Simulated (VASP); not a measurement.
# YTl (P4/mmm) in VASP: further runs

Runs on YTl. Level: LDA. Tasks: electric field gradients.

Program: VASP 6.6.1. These are calculated values, not measurements. Logs are shortened: lines on timing, memory, paths and dates and some standing lists are left out, and cuts for length are marked.

### 1 The cell of the first run

The structure is tetragonal, space group P4/mmm (No. 123). The conventional cell has a = 3.713 Å, b = 3.713 Å, c = 3.751 Å, α = 90.00°, β = 90.00°, γ = 90.00°. Y (site symmetry 4/mmm) has 8 Tl at 3.23 Å and 6 Y at 3.71 to 3.75 Å within 4.2 Å. Tl (site symmetry 4/mmm) has 8 Y at 3.23 Å and 6 Tl at 3.71 to 3.75 Å within 4.2 Å.

### 2 Electric field gradients, LDA (equal xx and yy strain of -1 %)

Contents of INCAR:

```
PREC = Accurate
ENCUT = 520
EDIFF = 1E-8
ISMEAR = -1
SIGMA = 0.08
LREAL = False
LASPH = True
NELM = 60
ALGO = Normal
ISIF = 2
LWAVE = False
LCHARG = False
GGA = CA
LEFG = True
NBANDS = 19
```

Contents of KPOINTS:

```
regular mesh
0
Gamma
  11 11 11
```

Contents of POSCAR:

```
YTl
1.0
    3.7134900000      0.0000000000      0.0000000000
    0.0000000000      3.7134900000      0.0000000000
    0.0000000000      0.0000000000      3.7510000000
Y Tl
1 1
Direct
    0.5000000000      0.5000000000      0.5000000000
    0.0000000000      0.0000000000      0.0000000000
```

Potentials or basis: VASP PAW LDA potentials, release 64 (Y_sv, Tl_d).

Started as:

```bash
> cat potpaw_LDA.64/Y_sv/POTCAR potpaw_LDA.64/Tl_d/POTCAR > POTCAR
> mpirun -np 1 vasp_std > vasp.out
```

OUTCAR:

```text
PREC = Accurate
   ENCUT = 520
   EDIFF = 1E-8
   ISMEAR = -1
   LREAL = False
   LASPH = True
   NELM = 60
   ISIF = 2
   GGA = CA

 ion  position               nearest neighbor table
   1  0.500  0.500  0.500-   2 3.23   2 3.23   2 3.23   2 3.23   2 3.23   2 3.23   2 3.23   2 3.23

   2  0.000  0.000  0.000-   1 3.23   1 3.23   1 3.23   1 3.23   1 3.23   1 3.23   1 3.23   1 3.23

  LATTYP: Found a simple tetragonal cell.
 ALAT       =     3.7134900000
 C/A-ratio  =     1.0101010101

  Lattice vectors:

 A1 = (   3.7134900000,   0.0000000000,   0.0000000000)
 A2 = (   0.0000000000,   3.7134900000,   0.0000000000)
 A3 = (   0.0000000000,   0.0000000000,   3.7510000000)

Analysis of symmetry for initial positions (statically):
=====================================================================
 Subroutine PRICEL returns:
 Original cell was already a primitive cell.

 Routine SETGRP: Setting up the symmetry group for a
 simple tetragonal supercell.

 Subroutine GETGRP returns: Found 16 space group operations
 (whereof 16 operations were pure point group operations)
 out of a pool of 16 trial point group operations.

The static configuration has the point symmetry D_4h.

Analysis of symmetry for dynamics (positions and initial velocities):
=====================================================================
 Subroutine PRICEL returns:
 Original cell was already a primitive cell.

 Routine SETGRP: Setting up the symmetry group for a
 simple tetragonal supercell.

 Subroutine GETGRP returns: Found 16 space group operations
 (whereof 16 operations were pure point group operations)
 out of a pool of 16 trial point group operations.

The dynamic configuration has the point symmetry D_4h.

 Subroutine INISYM returns: Found 16 space group operations
 (whereof 16 operations are pure point group operations),
 and found     1 'primitive' translations

----------------------------------------------------------------------------------------

                                     Primitive cell

  volume of cell :      51.7263

  direct lattice vectors                    reciprocal lattice vectors
     3.713490000  0.000000000  0.000000000     0.269288459  0.000000000  0.000000000
     0.000000000  3.713490000  0.000000000     0.000000000  0.269288459  0.000000000
[... 123 lines left out ...]
 number of electron      24.0000010 magnetization

 Free energy of the ion-electron system (eV)
  ---------------------------------------------------
  ext. energy  EPLUGINS =         0.00000000
  ---------------------------------------------------
  free energy    TOTEN  =       -10.90675485 eV

  energy without entropy =      -10.88005020  energy(sigma->0) =      -10.89340253

 E-fermi :   6.0901     XC(G=0): -10.8324

 val. band max:        6.0894908369   @ k =   0.4545   0.1818   0.0000
 cond. band min:       6.1138175750   @ k =   0.0909   0.0000   0.4545
 fundamental gap:      0.0243267381
 Fermi energy:         6.0900746008

 k-point     1 :       0.0000    0.0000    0.0000
  band No.  band energies     occupation
      1     -36.6607      2.00000
      2     -16.7122      2.00000
      3     -16.6981      2.00000
      4     -16.6981      2.00000
      5      -5.6852      2.00000
      6      -5.6760      2.00000
[... 505 lines left out ...]
      6      -5.5817      2.00000
[... 11 lines left out ...]
     18      11.7105      0.00000
     19      14.3428      0.00000

 [... further k-points ...]

------------------------ aborting loop because EDIFF is reached ----------------------------------------

  FORCE on cell =-STRESS in cart. coord.  units (eV):
  Direction    XX          YY          ZZ          XY          YZ          ZX
  --------------------------------------------------------------------------------------
  -------------------------------------------------------------------------------------
  Total       -0.5456833     -0.5456833     -0.5918295      0.0000000      0.0000000      0.0000000
  in kB      -16.9020605    -16.9020605    -18.3313981      0.0000000      0.0000000      0.0000000
  external PRESSURE =     -17.3785063 kB  Pullay stress =       0.0000000 kB

 VOLUME and BASIS-vectors are now :
 -----------------------------------------------------------------------------
  energy-cutoff  :      520.00
  volume of cell :       51.73
      direct lattice vectors                 reciprocal lattice vectors
     3.713490000  0.000000000  0.000000000     0.269288459  0.000000000  0.000000000
     0.000000000  3.713490000  0.000000000     0.000000000  0.269288459  0.000000000
     0.000000000  0.000000000  3.751000000     0.000000000  0.000000000  0.266595575

 POSITION                                       TOTAL-FORCE (eV/Angst)
 -----------------------------------------------------------------------------------
      1.85675      1.85675      1.87550         0.000000      0.000000      0.000000
      0.00000      0.00000      0.00000         0.000000      0.000000      0.000000
 -----------------------------------------------------------------------------------
    total drift:                               -0.000000      0.000000      0.000000

  FREE ENERGIE OF THE ION-ELECTRON SYSTEM (eV)
  ---------------------------------------------------
  free  energy   TOTEN  =       -10.9067548542 eV

  energy  without entropy=      -10.8800501963  energy(sigma->0) =      -10.89340253

 Electric field gradients (V/A^2)
---------------------------------------------------------------------
 ion       V_xx      V_yy      V_zz      V_xy      V_xz      V_yz
---------------------------------------------------------------------
   1      -0.317    -0.317     0.634    -0.000    -0.000    -0.000
   2       4.513     4.513    -9.027    -0.000    -0.000    -0.000
---------------------------------------------------------------------

 Electric field gradients after diagonalization (V/A^2)
 (convention: |V_zz| > |V_xx| > |V_yy|)
----------------------------------------------------------------------
 ion       V_xx      V_yy      V_zz     asymmetry (V_yy - V_xx)/ V_zz
----------------------------------------------------------------------
   1      -0.317    -0.317     0.634       0.000
   2       4.513     4.513    -9.027       0.000
----------------------------------------------------------------------

           NMR quadrupolar parameters

 Cq : quadrupolar parameter    Cq=e*Q*V_zz/h
 eta: asymmetry parameters     (V_yy - V_xx)/ V_zz
 Q  : nuclear electric quadrupole moment in mb (millibarn)
----------------------------------------------------------------------
 ion       Cq(MHz)       eta       Q (mb)
----------------------------------------------------------------------
   1       0.002       0.000       1.000
   2      -0.022       0.000       1.000
----------------------------------------------------------------------
```

OSZICAR:

```text
N       E                     dE             d eps       ncg     rms          rms(c)
DAV:   1     0.109622867498E+03    0.10962E+03   -0.12715E+04  4900   0.121E+03
DAV:   2    -0.607695707452E+01   -0.11570E+03   -0.11372E+03  5379   0.282E+02
DAV:   3    -0.113126101694E+02   -0.52357E+01   -0.51787E+01  8009   0.405E+01
DAV:   4    -0.114284217987E+02   -0.11581E+00   -0.11545E+00  5598   0.499E+00
DAV:   5    -0.114303292552E+02   -0.19075E-02   -0.19071E-02  5785   0.547E-01    0.262E+01
DAV:   6    -0.109934623515E+02    0.43687E+00   -0.50069E-01  5204   0.429E+00    0.168E+01
DAV:   7    -0.109236809679E+02    0.69781E-01   -0.59323E-01  6050   0.452E+00    0.228E+00
DAV:   8    -0.109071272887E+02    0.16554E-01   -0.10609E-01  5215   0.201E+00    0.564E-01
DAV:   9    -0.109067520648E+02    0.37522E-03   -0.39981E-03  5332   0.362E-01    0.939E-02
DAV:  10    -0.109067586518E+02   -0.65869E-05   -0.16023E-04  5530   0.953E-02    0.981E-02
DAV:  11    -0.109067550019E+02    0.36499E-05   -0.22069E-05  5746   0.308E-02    0.264E-02
DAV:  12    -0.109067548493E+02    0.15259E-06   -0.17365E-06  5331   0.886E-03    0.517E-03
DAV:  13    -0.109067548510E+02   -0.17017E-08   -0.10811E-07  6371   0.169E-03    0.133E-03
DAV:  14    -0.109067548542E+02   -0.32032E-08   -0.84179E-09  3986   0.657E-04
   1 F= -.10906755E+02 E0= -.10893403E+02  d E =-.267047E-01
```

It took 2.8 min on 1 thread of Intel Xeon 8259CL, shared host; peak memory 0.26 GiB.

What came out:

* Free energy: -10.9068 eV
* Pressure: -1.7 GPa
* Band gap on the k mesh: zero (bands 12 and 13 overlap by 2.21 eV)
* Largest electric field gradient by atom: Y +0.6; Tl -9.0 V/Å²

Electric field gradients, principal values (V/Å²):
```csv
atom,least,middle,greatest (by size)
1 Y,-0.317,-0.317,0.634
2 Tl,4.513,4.513,-9.027
```

Caveat: the cell differs from its parent crystal (equal xx and yy strain of -1 %); without QUAD_EFG the Cq values of the log hold for a quadrupole moment of 1 mb, not for the nuclei; spin-orbit coupling is left out, which moves the levels of the heavy elements.

(Continued in part 2 of 2.)

The gap in the log of VASP goes by the Fermi energy; the results here count the filled bands.